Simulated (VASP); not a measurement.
# Ca (P6_3/mmc) in VASP: single point with LDA

Aim: the single point of Ca with LDA.

Program: VASP 6.6.1. These are calculated values, not measurements. Logs are shortened: lines on timing, memory, paths and dates and some standing lists are left out, and cuts for length are marked.

## Step 1: The cell of the first run

The structure is hexagonal, space group P6_3/mmc (No. 194). Conventional cell: a = 3.980 Å, b = 3.980 Å, c = 6.520 Å, α = 90.00°, β = 90.00°, γ = 120.00°. Ca (site symmetry -6m2) has 12 Ca at 3.98 to 3.99 Å within 5.2 Å.

This isn't the form of Ca at room conditions, which is fcc.

## Step 2: Single point, LDA

INCAR reads:

```
ALGO     = Fast           # electronic algorithm
EDIFF    = 1E-6           # SCF threshold, eV
ENCUT    = 520            # plane-wave cutoff, eV
GGA      = CA             # functional
ISIF     = 2              # what is computed and relaxed
ISMEAR   = 0              # smearing method
LASPH    = True           # aspherical terms in the spheres
LCHARG   = False          # write CHGCAR
LREAL    = False          # projectors in reciprocal space
LWAVE    = False          # write WAVECAR
NBANDS   = 17             # bands
NELM     = 80             # most SCF steps
PREC     = Accurate       # precision mode
SIGMA    = 0.15           # smearing width, eV
```

KPOINTS reads:

```
k-points
0
Gamma
  15 15 8
```

POSCAR reads:

```
Ca
1.0
    3.9799995206      0.0000000000      0.0000000000
   -1.9899997603      3.4467806919      0.0000000000
    0.0000000000      0.0000000000      6.5200000000
Ca
2
Direct
    0.3333333333      0.6666666667      0.2500000000
    0.6666666667      0.3333333333      0.7500000000
```

Potentials or basis: VASP PAW LDA potentials, release 64 (Ca_sv).

On the command line:

```console
$ cat potpaw_LDA.64/Ca_sv/POTCAR > POTCAR
$ mpirun -np 1 vasp_std > vasp.out
```

OUTCAR:

```text
EDIFF = 1E-6
   ENCUT = 520
   GGA = CA
   ISIF = 2
   ISMEAR = 0
   LASPH = True
   LREAL = False
   NELM = 80
   PREC = Accurate

 ion  position               nearest neighbor table
   1  0.333  0.667  0.250-
   2  0.667  0.333  0.750-

  LATTYP: Found a hexagonal cell.
 ALAT       =     3.9799995206
 C/A-ratio  =     1.6381911521

  Lattice vectors:

 A1 = (   3.9799995206,   0.0000000000,   0.0000000000)
 A2 = (  -1.9899997603,   3.4467806919,   0.0000000000)
 A3 = (   0.0000000000,   0.0000000000,   6.5200000000)

Analysis of symmetry for initial positions (statically):
=====================================================================
 Subroutine PRICEL returns:
 Original cell was already a primitive cell.

 Routine SETGRP: Setting up the symmetry group for a
 hexagonal supercell.

 Subroutine GETGRP returns: Found 24 space group operations
 (whereof 12 operations were pure point group operations)
 out of a pool of 24 trial point group operations.

The static configuration has the point symmetry D_3d.
 The point group associated with its full space group is D_6h.

Analysis of symmetry for dynamics (positions and initial velocities):
=====================================================================
 Subroutine PRICEL returns:
 Original cell was already a primitive cell.

 Routine SETGRP: Setting up the symmetry group for a
 hexagonal supercell.

 Subroutine GETGRP returns: Found 24 space group operations
 (whereof 12 operations were pure point group operations)
 out of a pool of 24 trial point group operations.

The dynamic configuration has the point symmetry D_3d.
 The point group associated with its full space group is D_6h.

 Subroutine INISYM returns: Found 24 space group operations
 (whereof 12 operations are pure point group operations),
 and found     1 'primitive' translations

----------------------------------------------------------------------------------------

                                     Primitive cell

  volume of cell :      89.4426

  direct lattice vectors                    reciprocal lattice vectors
     3.979999521  0.000000000  0.000000000     0.251256312  0.145062899  0.000000000
    -1.989999760  3.446780692  0.000000000     0.000000000  0.290125798  0.000000000
     0.000000000  0.000000000  6.520000000     0.000000000  0.000000000  0.153374233

  length of vectors
     3.979999521  3.979999521  6.520000000     0.290125798  0.290125798  0.153374233

  position of ions in fractional coordinates (direct lattice)
     0.333333333  0.666666667  0.250000000
     0.666666667  0.333333333  0.750000000

  ion indices of the primitive-cell ions
   primitive index   ion index
                 1           1
                 2           2

----------------------------------------------------------------------------------------

 KPOINTS: k-points

Automatic generation of k-mesh.
 Grid dimensions read from file:
 generate k-points for:   15   15    8

 Generating k-lattice:

  Cartesian coordinates                     Fractional coordinates (reciprocal lattice)
     0.016750421  0.009670860  0.000000000     0.066666667 -0.000000000  0.000000000
     0.000000000  0.019341720  0.000000000     0.000000000  0.066666667  0.000000000
     0.000000000  0.000000000  0.019171779     0.000000000  0.000000000  0.125000000

  Length of vectors
     0.019341720  0.019341720  0.019171779

  Shift w.r.t. Gamma in fractional coordinates (k-lattice)
     0.000000000  0.000000000  0.000000000

 Subroutine IBZKPT returns following result:
 ===========================================

 Found    135 irreducible k-points:

 Following reciprocal coordinates:
            Coordinates               Weight
  0.000000  0.000000  0.000000      1.000000
  0.066667  0.000000  0.000000      6.000000
  0.133333  0.000000  0.000000      6.000000
  0.200000  0.000000  0.000000      6.000000
  0.266667  0.000000  0.000000      6.000000
  0.333333  0.000000  0.000000      6.000000
[... 16 lines left out ...]
  0.333333  0.200000  0.000000     12.000000
  0.400000  0.200000  0.000000      6.000000
 [... further k-points ...]
   k-points           NKPTS =    135   k-points in BZ     NKDIM =    135   number of bands    NBANDS=     17
   number of dos      NEDOS =    301   number of ions     NIONS =      2
   total plane-waves  NPLWV =  43200
   dimension x,y,z NGX =    30 NGY =   30 NGZ =   48
   dimension x,y,z NGXF=    60 NGYF=   60 NGZF=   96
   ions per type =               2
   NGX,Y,Z   is equivalent  to a cutoff of  12.53, 12.53, 12.24 a.u.
   NGXF,Y,Z  is equivalent  to a cutoff of  25.06, 25.06, 24.48 a.u.
 SYSTEM =  unknown system
   PREC   = accura    normal or accurate (medium, high low for compatibility)
   ISTART =      0    job   : 0-new  1-cont  2-samecut
   ICHARG =      2    charge: 1-file 2-atom 10-const
   ISPIN  =      1    spin polarized calculation?
   LNONCOLLINEAR =      F non collinear calculations
   LSORBIT =      F    spin-orbit coupling
   LASPH  =      T    aspherical Exc in radial PAW
   ENCUT  =  520.0 eV  38.22 Ry    6.18 a.u.   7.40  7.40 12.12*2*pi/ulx,y,z
   NELM   =     80;   NELMIN=  2; NELMDL= -5     # of ELM steps
   EDIFF  = 0.1E-05   stopping-criterion for ELM
   LREAL  =      F    real-space projection
   EDIFFG = 0.1E-04   stopping-criterion for IOM
   NSW    =      0    number of steps for IOM
   IBRION =     -1    ionic relax: 0-MD 1-quasi-New 2-CG
   NFREE  =      0    steps in history (QN), initial steepest desc. (CG)
   ISIF   =      2    stress and relaxation
   ISYM   =      2    0-nonsym 1-usesym 2-fastsym
   POTIM  = 0.5000    time-step for ionic-motion
   TEBEG  =    0.0;   TEEND  =   0.0 temperature during run
   PSTRESS=    0.0 pullay stress
   NELECT =      20.0000    total number of electrons
   NUPDOWN=      -1.0000    fix difference up-down
   EMIN   =  10.00;   EMAX   =-10.00  energy-range for DOS
   EFERMI =   0.00;   METHOD = LEGACY
   ISMEAR =     0;   SIGMA  =   0.15  broadening in eV -4-tet -1-fermi 0-gaus
   EFERMI_NEDOS =   21; number of points for ismear=-14 and -15
   IALGO  =     68    algorithm
   IMIX   =      4    mixing-type and parameters
     AMIX     =   0.40;   BMIX     =  1.00
     AMIX_MAG =   1.60;   BMIX_MAG =  1.00
  volume/ion in A,a.u.               =      44.72       301.79
  Fermi-wavevector in a.u.,A,eV,Ry     =   0.993658  1.877741 13.433785  0.987355
  Thomas-Fermi vector in A             =   2.125555
   LORBIT       =      0    0 simple, 1 ext, 2 COOP (PROOUT), +10 PAW based schemes
   GGA     = CA    functional components
   LHFCALC =     F    Hartree Fock is set to
   AEXX    =    0.0000 exact exchange contribution
   IVDW    =     0    specifies the selected vdW correction
   LEPSILON=     F    determine dielectric tensor
   LRPA    =     F    only Hartree local field effects (RPA)
 non-spin polarized calculation
 RMM-DIIS sequential band-by-band and
 Gauss-broadening in eV      SIGMA  =   0.15
  energy-cutoff  :      520.00
  volume of cell :       89.44
 maximum number of plane-waves:      2442
 NGX is ok and might be reduce to    30
   NGX = 15   NGY = 15   NGZ = 25

 number of electron      20.0000006 magnetization

 Free energy of the ion-electron system (eV)
  ---------------------------------------------------
  ext. energy  EPLUGINS =         0.00000000
  ---------------------------------------------------
  free energy    TOTEN  =        -4.31242365 eV

  energy without entropy =       -4.28455946  energy(sigma->0) =       -4.29849155

 E-fermi :   1.6152     XC(G=0):  -7.7776

 val. band max:        1.6144162428   @ k =   0.2667   0.2667   0.2500
 cond. band min:       1.6189291319   @ k =   0.3333   0.3333   0.3750
 fundamental gap:      0.0045128891
 Fermi energy:         1.6151994780

 k-point     1 :       0.0000    0.0000    0.0000
  band No.  band energies     occupation
      1     -40.1286      2.00000
      2     -40.1177      2.00000
      3     -21.4559      2.00000
      4     -21.3623      2.00000
      5     -21.3623      2.00000
      6     -21.3462      2.00000
[... 9 lines left out ...]
     16       3.9725      0.00000
     17       4.3389      0.00000

 k-point     2 :       0.0667    0.0000    0.0000
  band No.  band energies     occupation
      1     -40.1282      2.00000
      2     -40.1175      2.00000
      3     -21.4542      2.00000
      4     -21.3661      2.00000
      5     -21.3635      2.00000
      6     -21.3502      2.00000
[... 9 lines left out ...]
     16       4.0184      0.00000
     17       4.2888      0.00000

 k-point     3 :       0.1333    0.0000    0.0000
  band No.  band energies     occupation
      1     -40.1270      2.00000
      2     -40.1169      2.00000
      3     -21.4495      2.00000
      4     -21.3770      2.00000
      5     -21.3669      2.00000
      6     -21.3613      2.00000
[... 9 lines left out ...]
     16       4.0776      0.00000
     17       4.1688      0.00000

 k-point     4 :       0.2000    0.0000    0.0000
  band No.  band energies     occupation
      1     -40.1251      2.00000
      2     -40.1161      2.00000
      3     -21.4420      2.00000
      4     -21.3930      2.00000
      5     -21.3776      2.00000
      6     -21.3718      2.00000
[... 9 lines left out ...]
     16       4.1079      0.00000
     17       4.1210      0.00000

 k-point     5 :       0.2667    0.0000    0.0000
  band No.  band energies     occupation
      1     -40.1229      2.00000
      2     -40.1152      2.00000
      3     -21.4326      2.00000
      4     -21.4116      2.00000
      5     -21.3959      2.00000
      6     -21.3773      2.00000
[... 9 lines left out ...]
     16       4.3357      0.00000
     17       4.4070      0.00000

 k-point     6 :       0.3333    0.0000    0.0000
  band No.  band energies     occupation
      1     -40.1207      2.00000
      2     -40.1145      2.00000
      3     -21.4294      2.00000
      4     -21.4224      2.00000
      5     -21.4133      2.00000
      6     -21.3825      2.00000
[... 9 lines left out ...]
     16       4.5930      0.00000
     17       4.7556      0.00000

 k-point     7 :       0.4000    0.0000    0.0000
  band No.  band energies     occupation
      1     -40.1188      2.00000
      2     -40.1140      2.00000
      3     -21.4435      2.00000
      4     -21.4266      2.00000
      5     -21.4127      2.00000
      6     -21.3865      2.00000
[... 9 lines left out ...]
     16       4.9070      0.00000
     17       5.1722      0.00000

 k-point     8 :       0.4667    0.0000    0.0000
  band No.  band energies     occupation
      1     -40.1177      2.00000
      2     -40.1139      2.00000
      3     -21.4512      2.00000
      4     -21.4338      2.00000
      5     -21.4061      2.00000
      6     -21.3887      2.00000
[... 9 lines left out ...]
     16       5.2974      0.00000
     17       5.3608      0.00000
[... 203 lines left out ...]
      1     -40.1182      2.00000
      2     -40.1140      2.00000
      3     -21.4399      2.00000
      4     -21.4252      2.00000
      5     -21.4093      2.00000
      6     -21.3931      2.00000
[... 9 lines left out ...]
     16       4.7340      0.00000
     17       5.1389      0.00000

 k-point    20 :       0.4000    0.1333    0.0000
  band No.  band energies     occupation
      1     -40.1171      2.00000
      2     -40.1139      2.00000
      3     -21.4467      2.00000
      4     -21.4297      2.00000
      5     -21.4025      2.00000
      6     -21.3967      2.00000
[... 9 lines left out ...]
     16       4.9806      0.00000
     17       5.2675      0.00000

 k-point    21 :       0.2000    0.2000    0.0000
  band No.  band energies     occupation
      1     -40.1202      2.00000
      2     -40.1143      2.00000
      3     -21.4199      2.00000
      4     -21.4197      2.00000
      5     -21.4192      2.00000
      6     -21.3855      2.00000
[... 9 lines left out ...]
     16       4.4330      0.00000
     17       4.8217      0.00000

 k-point    22 :       0.2667    0.2000    0.0000
  band No.  band energies     occupation
      1     -40.1183      2.00000
      2     -40.1140      2.00000
      3     -21.4317      2.00000
      4     -21.4239      2.00000
      5     -21.4100      2.00000
      6     -21.3942      2.00000
[... 9 lines left out ...]
     16       4.6131      0.00000
     17       5.0245      0.00000

 k-point    23 :       0.3333    0.2000    0.0000
  band No.  band energies     occupation
      1     -40.1169      2.00000
      2     -40.1139      2.00000
      3     -21.4396      2.00000
      4     -21.4253      2.00000
      5     -21.4022      2.00000
      6     -21.4013      2.00000
[... 9 lines left out ...]
     16       4.8108      0.00000
     17       5.1231      0.00000

 k-point    24 :       0.4000    0.2000    0.0000
  band No.  band energies     occupation
      1     -40.1162      2.00000
      2     -40.1140      2.00000
      3     -21.4423      2.00000
      4     -21.4253      2.00000
      5     -21.4057      2.00000
      6     -21.3972      2.00000
[... 9 lines left out ...]
     16       4.9452      0.00000
     17       5.2124      0.00000

 [... further k-points ...]

------------------------ aborting loop because EDIFF is reached ----------------------------------------

  FORCE on cell =-STRESS in cart. coord.  units (eV):
  Direction    XX          YY          ZZ          XY          YZ          ZX
  --------------------------------------------------------------------------------------
  -------------------------------------------------------------------------------------
  Total       -1.3314654     -1.3314654     -1.2975117     -0.0000000     -0.0000000      0.0000000
  in kB      -23.8504289    -23.8504289    -23.2422198     -0.0000000     -0.0000000      0.0000000
  external PRESSURE =     -23.6476925 kB  Pullay stress =       0.0000000 kB

 VOLUME and BASIS-vectors are now :
 -----------------------------------------------------------------------------
  energy-cutoff  :      520.00
  volume of cell :       89.44
      direct lattice vectors                 reciprocal lattice vectors
     3.979999521  0.000000000  0.000000000     0.251256312  0.145062899  0.000000000
    -1.989999760  3.446780692  0.000000000     0.000000000  0.290125798  0.000000000
     0.000000000  0.000000000  6.520000000     0.000000000  0.000000000  0.153374233

 POSITION                                       TOTAL-FORCE (eV/Angst)
 -----------------------------------------------------------------------------------
     -0.00000      2.29785      1.63000         0.000000     -0.000000      0.000000
      1.99000      1.14893      4.89000        -0.000000      0.000000      0.000000
 -----------------------------------------------------------------------------------
    total drift:                               -0.000000      0.000000     -0.000000

  FREE ENERGIE OF THE ION-ELECTRON SYSTEM (eV)
  ---------------------------------------------------
  free  energy   TOTEN  =        -4.3124236477 eV

  energy  without entropy=       -4.2845594622  energy(sigma->0) =       -4.29849155
```

Wall time 5.5 min (1 thread of Intel Xeon 8259CL, shared host); peak memory 0.29 GiB.

What came out:

```yaml
Free_energy: -4.3124 eV
Pressure: -2.4 GPa
Band_gap_on_the_k_mesh: zero (bands 10 and 11 overlap by 0.39 eV)
```
